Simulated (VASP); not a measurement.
Pd, 1 atom in the cell. Symmetry: Fm-3m, No. 225, cubic system. Conventional cell: a = 3.893 Å, b = 3.893 Å, c = 3.893 Å, α = 90.00°, β = 90.00°, γ = 90.00°. Within 3.6 Å of Pd (site symmetry m-3m) lie 12 Pd at 2.75 Å. 

```yaml
Program: VASP 6.6.1
Task: single point
Functional: PBE
Potentials_or_basis: VASP PAW PBE potentials, release 64 (Pd)
Cutoff: 520 eV
k_mesh: 12 × 12 × 12
Occupations: gaussian, width 0.011 eV
Spin: no spin polarisation
Dipole_correction: no
Further_INCAR_settings: ALGO = Normal; EDIFF = 1e-06; NBANDS = 11
```

Potentials or basis: VASP PAW PBE potentials, release 64 (Pd).

Run with:

```console
$ cat potpaw_PBE.64/Pd/POTCAR > POTCAR
$ mpirun -np 1 vasp_std > vasp.out
```

Hardware: 1 thread of Intel Xeon 8259CL, on a shared host.

**Question.** How long does it take, and how much memory?

**Answer.** Run time: 17 s on 1 thread of Intel Xeon 8259CL, with other jobs on the host, peak memory 0.13 GiB. Counts: scf iterations 11, k points 72.
